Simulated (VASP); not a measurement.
InPd:

```
In Pd
1.0
     3.31494    0.00000    0.00000
     0.00000    3.31494    0.00000
     0.00000    0.00000    3.31494
In Pd
1 1
Direct
  0.00000 0.00000 0.00000
  0.50000 0.50000 0.50000
```

Base run:

```yaml
Program: VASP 6.6.1
Functional: r2SCAN
Potentials_or_basis: VASP PAW PBE potentials, release 64 (In_d, Pd)
Cutoff: 520 eV
k_mesh: 8 × 8 × 8
Occupations: fermi-dirac, width 0.05 eV
Spin: no spin polarisation
```

Its results: pressure -4.8 GPa.

**Question.** The run is repeated on the same cell with these changes: functional from r2SCAN to PBE; further incar settings from ALGO = Normal; EDIFF = 1e-06; NBANDS = 18 to ALGO = Fast; EDIFF = 1e-07; NBANDS = 18. What comes out?

**Answer.** Pressure -1.1 GPa.

Caveats: the PAW data sets were made with another functional, which shifts forces and pressure a little (some runs).
